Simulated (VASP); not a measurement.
# PrGa7As8 (F-43m) in VASP: single point with PBEsol+U

Aim: the single point of PrGa7As8 with PBEsol+U.

Program: VASP 6.6.1. These are calculated values, not measurements. Logs are shortened: lines on timing, memory, paths and dates and some standing lists are left out, and cuts for length are marked.

### 1 The cell of the first run

It takes space group F-43m (No. 216, cubic). The conventional cell has a = 11.307 Å, b = 11.307 Å, c = 11.307 Å, α = 90.00°, β = 90.00°, γ = 90.00°. Within 3.5 Å of Pr (site symmetry -43m) lie 4 As at 2.68 Å. Within 3.2 Å of Ga (site symmetry 2mm) lie 4 As at 2.39 to 2.44 Å. Within 3.2 Å of Ga (site symmetry -43m) lie 4 As at 2.45 Å. Within 3.2 Å of As (site symmetry 3m) lie 3 Ga at 2.39 Å and 1 Pr at 2.68 Å. As (site symmetry 3m) has 4 Ga at 2.44 to 2.45 Å within 3.2 Å.

### 2 Single point, PBEsol+U, collinear spin, ferromagnetic start

INCAR reads:

```
PREC     = Accurate       # precision mode
ENCUT    = 600            # plane-wave cutoff, eV
EDIFF    = 1E-6           # SCF threshold, eV
ISMEAR   = 0              # smearing method
SIGMA    = 0.05           # smearing width, eV
LREAL    = False          # projectors in reciprocal space
LASPH    = True           # aspherical terms in the spheres
NELM     = 200            # most SCF steps
ALGO     = Normal         # electronic algorithm
ISIF     = 2              # what is computed and relaxed
LWAVE    = False          # write WAVECAR
LCHARG   = False          # write CHGCAR
ISPIN    = 2              # spin polarisation
MAGMOM   = 2 0 0 0 0 0 0 0 0 0 0 0 0 0 0 0 # initial moments
LORBIT   = 11             # projections on sites
LMAXMIX  = 6              # l up to which the mixer works
LDAU     = True           # DFT+U
LDAUTYPE = 2            
LDAUL    = 3 -1 -1        # shell
LDAUU    = 6 0 0          # U, eV
LDAUJ    = 0 0 0        
LDAUPRINT= 1            
GGA      = PS             # functional
NBANDS   = 90             # bands
GGA_COMPAT= False
```

KPOINTS reads:

```
regular mesh
0
Gamma
  3 3 3
```

POSCAR reads:

```
PrGa7As8
1.0
    0.0000000000      5.6537000000      5.6537000000
    5.6537000000      0.0000000000      5.6537000000
    5.6537000000      5.6537000000      0.0000000000
Pr Ga As
1 7 8
Direct
    1.0000000000      0.0000000000      0.0000000000
    0.9988923165      0.9988923165      0.5011076835
    0.9988923165      0.5011076835      0.9988923165
    0.9988923165      0.5011076835      0.5011076835
    0.5011076835      0.9988923165      0.9988923165
    0.5011076835      0.9988923165      0.5011076835
    0.5011076835      0.5011076835      0.9988923165
    0.5000000000      0.5000000000      0.5000000000
    0.1368243737      0.1368243737      0.1368243737
    0.1368243737      0.1368243737      0.5895268789
    0.1368243737      0.5895268789      0.1368243737
    0.1254051843      0.6248649386      0.6248649386
    0.5895268789      0.1368243737      0.1368243737
    0.6248649386      0.1254051843      0.6248649386
    0.6248649386      0.6248649386      0.1254051843
    0.6248649386      0.6248649386      0.6248649386
```

Potentials or basis: VASP PAW PBE potentials, release 64 (Pr, Ga_d, As).

Run with:

```bash
$ cat potpaw_PBE.64/Pr/POTCAR potpaw_PBE.64/Ga_d/POTCAR potpaw_PBE.64/As/POTCAR > POTCAR
$ mpirun -np 1 vasp_std > vasp.out
```

OUTCAR:

```text
PREC = Accurate
   ENCUT = 600
   EDIFF = 1E-6
   ISMEAR = 0
   LREAL = False
   LASPH = True
   NELM = 200
   ISIF = 2
   ISPIN = 2
   LORBIT = 11
   GGA = PS

 ion  position               nearest neighbor table
   1  0.000  0.000  0.000-  10 2.68  11 2.68  13 2.68   9 2.68
   2  0.999  0.999  0.501-   9 2.39  10 2.39  12 2.44  14 2.44
   3  0.999  0.501  0.999-   9 2.39  11 2.39  12 2.44  15 2.44
   4  0.999  0.501  0.501-  10 2.39  11 2.39  16 2.44  12 2.44
   5  0.501  0.999  0.999-   9 2.39  13 2.39  14 2.44  15 2.44
   6  0.501  0.999  0.501-  10 2.39  13 2.39  16 2.44  14 2.44
[... 8 lines left out ...]
  15  0.625  0.625  0.125-   3 2.44   5 2.44   7 2.44   8 2.45
  16  0.625  0.625  0.625-   4 2.44   6 2.44   7 2.44   8 2.45

  LATTYP: Found a face centered cubic cell.
 ALAT       =    11.3074000000

  Lattice vectors:

 A1 = (   0.0000000000,   5.6537000000,   5.6537000000)
 A2 = (   5.6537000000,   0.0000000000,   5.6537000000)
 A3 = (   5.6537000000,   5.6537000000,   0.0000000000)

Analysis of symmetry for initial positions (statically):
=====================================================================
 Subroutine PRICEL returns:
 Original cell was already a primitive cell.

 Routine SETGRP: Setting up the symmetry group for a
 face centered cubic supercell.

 Subroutine GETGRP returns: Found 24 space group operations
 (whereof 24 operations were pure point group operations)
 out of a pool of 48 trial point group operations.

The static configuration has the point symmetry T_d .

Analysis of symmetry for dynamics (positions and initial velocities):
=====================================================================
 Subroutine PRICEL returns:
 Original cell was already a primitive cell.

 Routine SETGRP: Setting up the symmetry group for a
 face centered cubic supercell.

 Subroutine GETGRP returns: Found 24 space group operations
 (whereof 24 operations were pure point group operations)
 out of a pool of 48 trial point group operations.

The dynamic configuration has the point symmetry T_d .

Analysis of structural, dynamic, and magnetic symmetry:
=====================================================================
 Subroutine PRICEL returns:
 Original cell was already a primitive cell.

 Routine SETGRP: Setting up the symmetry group for a
 face centered cubic supercell.

 Subroutine GETGRP returns: Found 24 space group operations
 (whereof 24 operations were pure point group operations)
 out of a pool of 48 trial point group operations.

The overall configuration has the point symmetry T_d .

 Subroutine INISYM returns: Found 24 space group operations
 (whereof 24 operations are pure point group operations),
 and found     1 'primitive' translations

----------------------------------------------------------------------------------------

                                     Primitive cell

[... 166 lines left out ...]

  o =  0.0070  v =  0.0000  0.0000  0.0000 -0.0000  0.7906  0.0000  0.6124  0.0000  0.0000  0.0000  0.0000  0.0000  0.0000  0.0000      0.0000  0.0000  0.0000  0.0000  0.0000  0.0000  0.0000  0.0000  0.0000  0.0000  0.0000  0.0000  0.0000  0.0000
  o =  0.0070  v =  0.6124  0.0000 -0.7906 -0.0000  0.0000  0.0000 -0.0000  0.0000  0.0000  0.0000  0.0000  0.0000  0.0000  0.0000      0.0000  0.0000  0.0000  0.0000  0.0000  0.0000  0.0000  0.0000  0.0000  0.0000  0.0000  0.0000  0.0000  0.0000
  o =  0.0070  v =  0.0000 -0.0000 -0.0000  0.0000  0.0000 -1.0000  0.0000  0.0000  0.0000  0.0000  0.0000  0.0000  0.0000  0.0000      0.0000  0.0000  0.0000  0.0000  0.0000  0.0000  0.0000  0.0000  0.0000  0.0000  0.0000  0.0000  0.0000  0.0000
  o =  0.0071  v =  0.0000  0.0000  0.0000  0.0000  0.0000  0.0000  0.0000 -0.6124 -0.0000  0.7906 -0.0000 -0.0000  0.0000 -0.0000      0.0000  0.0000  0.0000  0.0000  0.0000  0.0000  0.0000  0.0000  0.0000  0.0000  0.0000  0.0000  0.0000  0.0000
  o =  0.0071  v =  0.0000  0.0000  0.0000  0.0000  0.0000  0.0000  0.0000  0.0000 -0.0000 -0.0000 -0.0000 -0.7906  0.0000 -0.6124      0.0000  0.0000  0.0000  0.0000  0.0000  0.0000  0.0000  0.0000  0.0000  0.0000  0.0000  0.0000  0.0000  0.0000
  o =  0.0071  v =  0.0000  0.0000  0.0000  0.0000  0.0000  0.0000  0.0000 -0.0000 -0.0000  0.0000  0.0000 -0.0000 -1.0000 -0.0000      0.0000  0.0000  0.0000  0.0000  0.0000  0.0000  0.0000  0.0000  0.0000  0.0000  0.0000  0.0000  0.0000  0.0000
  o =  0.0073  v =  0.0000  0.0000  0.0000  0.0000  0.0000  0.0000  0.0000 -0.0000  0.0000 -0.0000 -1.0000  0.0000 -0.0000 -0.0000      0.0000  0.0000  0.0000  0.0000  0.0000  0.0000  0.0000  0.0000  0.0000  0.0000  0.0000  0.0000  0.0000  0.0000
  o =  0.0073  v =  0.0000  0.0000  0.0000  0.0000  0.0000  0.0000  0.0000 -0.0070 -0.0000 -0.0054  0.0000  0.6123 -0.0000 -0.7905      0.0000  0.0000  0.0000  0.0000  0.0000  0.0000  0.0000  0.0000  0.0000  0.0000  0.0000  0.0000  0.0000  0.0000
  o =  0.0073  v =  0.0000  0.0000  0.0000  0.0000  0.0000  0.0000  0.0000  0.7905 -0.0000  0.6123 -0.0000  0.0054  0.0000 -0.0070      0.0000  0.0000  0.0000  0.0000  0.0000  0.0000  0.0000  0.0000  0.0000  0.0000  0.0000  0.0000  0.0000  0.0000
  o =  0.0139  v =  0.0000 -1.0000 -0.0000  0.0000  0.0000  0.0000  0.0000  0.0000  0.0000  0.0000  0.0000  0.0000  0.0000  0.0000      0.0000  0.0000  0.0000  0.0000  0.0000  0.0000  0.0000  0.0000  0.0000  0.0000  0.0000  0.0000  0.0000  0.0000
  o =  0.2657  v =  0.0000  0.0000 -0.0000  1.0000 -0.0018  0.0000  0.0023  0.0000  0.0000  0.0000  0.0000  0.0000  0.0000  0.0000      0.0000  0.0000  0.0000  0.0000  0.0000  0.0000  0.0000  0.0000  0.0000  0.0000  0.0000  0.0000  0.0000  0.0000
  o =  0.2657  v = -0.7906  0.0000 -0.6124 -0.0000  0.0000  0.0000 -0.0000  0.0000  0.0000  0.0000  0.0000  0.0000  0.0000  0.0000      0.0000  0.0000  0.0000  0.0000  0.0000  0.0000  0.0000  0.0000  0.0000  0.0000  0.0000  0.0000  0.0000  0.0000
  o =  0.2657  v =  0.0000  0.0000  0.0000  0.0029  0.6124  0.0000 -0.7906  0.0000  0.0000  0.0000  0.0000  0.0000  0.0000  0.0000      0.0000  0.0000  0.0000  0.0000  0.0000  0.0000  0.0000  0.0000  0.0000  0.0000  0.0000  0.0000  0.0000  0.0000
  o =  0.9661  v =  0.0000  0.0000  0.0000  0.0000  0.0000  0.0000  0.0000  0.0000  1.0000  0.0000 -0.0000  0.0000 -0.0000 -0.0000      0.0000  0.0000  0.0000  0.0000  0.0000  0.0000  0.0000  0.0000  0.0000  0.0000  0.0000  0.0000  0.0000  0.0000

 number of electron     144.0000047 magnetization      -0.1025891

 Free energy of the ion-electron system (eV)
  ---------------------------------------------------
  ext. energy  EPLUGINS =         0.00000000
  ---------------------------------------------------
  free energy    TOTEN  =       -70.82546922 eV

  energy without entropy =      -70.79980812  energy(sigma->0) =      -70.81263867

 E-fermi :   5.0283     XC(G=0):  -9.9105

 val. band max:        4.9721462910   @ k =   0.3333   0.0000   0.0000
 cond. band min:       5.0400652068   @ k =   0.3333   0.3333   0.0000
 fundamental gap:      0.0679189157
 Fermi energy:         5.0283175052

 spin component 1

 k-point     1 :       0.0000    0.0000    0.0000
  band No.  band energies     occupation
      1     -31.6065      1.00000
      2     -13.7764      1.00000
      3     -13.7764      1.00000
      4     -13.7764      1.00000
      5     -10.7285      1.00000
      6     -10.7285      1.00000
[... 337 lines left out ...]
     83       7.0015      0.00000
     84       7.2399      0.00000
 Fermi energy:         5.0283175052

 spin component 2

 k-point     1 :       0.0000    0.0000    0.0000
  band No.  band energies     occupation
      1     -31.6784      1.00000
      2     -13.8278      1.00000
      3     -13.8278      1.00000
      4     -13.8278      1.00000
      5     -10.7271      1.00000
      6     -10.7271      1.00000
[... 337 lines left out ...]
     83       6.9280      0.00000
     84       7.0159      0.00000
 [bands above 84 left out]

------------------------ aborting loop because EDIFF is reached ----------------------------------------

  FORCE on cell =-STRESS in cart. coord.  units (eV):
  Direction    XX          YY          ZZ          XY          YZ          ZX
  --------------------------------------------------------------------------------------
  -------------------------------------------------------------------------------------
  Total       13.0284436     13.0284436     13.0284436      0.0000000      0.0000000      0.0000000
  in kB       57.7530393     57.7530393     57.7530393      0.0000000      0.0000000      0.0000000
  external PRESSURE =      57.7530393 kB  Pullay stress =       0.0000000 kB

 VOLUME and BASIS-vectors are now :
 -----------------------------------------------------------------------------
  energy-cutoff  :      600.00
  volume of cell :      361.43
      direct lattice vectors                 reciprocal lattice vectors
     0.000000000  5.653700000  5.653700000    -0.088437660  0.088437660  0.088437660
     5.653700000  0.000000000  5.653700000     0.088437660 -0.088437660  0.088437660
     5.653700000  5.653700000  0.000000000     0.088437660  0.088437660 -0.088437660

 POSITION                                       TOTAL-FORCE (eV/Angst)
 -----------------------------------------------------------------------------------
      0.00000      0.00000      0.00000         0.000000      0.000000     -0.000000
      8.48055      8.48055     11.29487        -0.000000     -0.000000     -0.091178
      8.48055     11.29487      8.48055        -0.000000     -0.091178     -0.000000
      5.66623      8.48055      8.48055         0.091178     -0.000000     -0.000000
     11.29487      8.48055      8.48055        -0.091178     -0.000000     -0.000000
      8.48055      5.66623      8.48055        -0.000000      0.091178     -0.000000
[... 8 lines left out ...]
      4.24180      4.24180      7.06560         0.020687      0.020687     -0.020687
      7.06560      7.06560      7.06560        -0.020687     -0.020687     -0.020687
 -----------------------------------------------------------------------------------
    total drift:                                0.000003      0.000003      0.000003

  FREE ENERGIE OF THE ION-ELECTRON SYSTEM (eV)
  ---------------------------------------------------
  free  energy   TOTEN  =       -70.8254692213 eV

  energy  without entropy=      -70.7998081177  energy(sigma->0) =      -70.81263867

 total charge

# of ion       s       p       d       f       tot
--------------------------------------------------
    1        1.977   5.301   0.821   1.838   9.937
    2        0.884   0.830  10.005   0.000  11.719
    3        0.884   0.830  10.005   0.000  11.719
    4        0.884   0.830  10.005   0.000  11.719
    5        0.884   0.830  10.005   0.000  11.719
    6        0.884   0.830  10.005   0.000  11.719
[... 8 lines left out ...]
   15        1.217   1.587   0.032   0.000   2.837
   16        1.217   1.587   0.032   0.000   2.837
--------------------------------------------------
tot         17.892  24.161  71.116   1.838 115.007

 magnetization (x)

# of ion       s       p       d       f       tot
--------------------------------------------------
    1       -0.001   0.003  -0.018  -0.178  -0.194
    2        0.004   0.001   0.000   0.000   0.005
    3        0.004   0.001   0.000   0.000   0.005
    4        0.004   0.001   0.000   0.000   0.005
    5        0.004   0.001   0.000   0.000   0.005
    6        0.004   0.001   0.000   0.000   0.005
[... 8 lines left out ...]
   15        0.003  -0.000   0.000   0.000   0.003
   16        0.003  -0.000   0.000   0.000   0.003
--------------------------------------------------
tot          0.038  -0.002  -0.012  -0.178  -0.153
```

It took 64 min on 1 thread of Intel Xeon Platinum 8259CL at 2.50GHz (Skylake/Cascade Lake), shared host; peak memory 0.93 GiB.

Results:

| Item | Value |
| --- | --- |
| Free energy | -70.8255 eV |
| Pressure | 5.8 GPa |
| Largest force | 0.097 eV/Å |
| Net moment | -0.10 μB per cell |
| Site moments | Pr -0.19; Ga +0.01, +0.00 (each value once); As -0.00, +0.00 (each value once) μB |
| Valence electrons inside the program's atomic spheres | Pr 9.94; Ga 11.72, 11.68 (each value once); As 2.93, 2.84 (each value once) |

Forces in eV/Å, atoms in the order of the input:
```
Pr   0.000  0.000  0.000
Ga   0.000  0.000 -0.091
Ga   0.000 -0.091  0.000
Ga   0.091  0.000  0.000
Ga  -0.091  0.000  0.000
Ga   0.000  0.091  0.000
Ga   0.000  0.000  0.091
Ga   0.000  0.000  0.000
As  -0.056 -0.056 -0.056
As   0.056  0.056 -0.056
As   0.056 -0.056  0.056
As  -0.021  0.021  0.021
As  -0.056  0.056  0.056
As   0.021 -0.021  0.021
As   0.021  0.021 -0.021
As  -0.021 -0.021 -0.021
```

Levels at points of the mesh, in eV from the Fermi level:
Spin up:
| k point | band 68 | band 69 | band 70 | band 71 | band 72 | band 73 | band 74 | band 75 |
| --- | --- | --- | --- | --- | --- | --- | --- | --- |
| (0.00, 0.00, 0.00) | -1.83 | -1.15 | -1.15 | -1.15 | -0.48 | -0.14 | -0.14 | -0.14 |
Spin down:
```
           k point  band 69  band 70  band 71  band 72  band 73  band 74  band 75  band 76
(0.00, 0.00, 0.00)    -1.83    -1.15    -1.15    -1.15    -0.41     0.04     0.04     0.04
```

Eigenvalues of the final occupation matrices:
```csv
site,spin,trace,eigenvalues
site 1 f,1,0.83,0.01 0.01 0.01 0.01 0.27 0.27 0.27
site 1 f,2,1.01,0.01 0.01 0.01 0.01 0.01 0.01 0.97
```

Caveat: the magnetic or orbital state may not be the lowest; the cell stands under pressure; the PAW data sets were made with another functional, which shifts forces and pressure a little; spin-orbit coupling is left out, which moves the levels of the heavy elements.
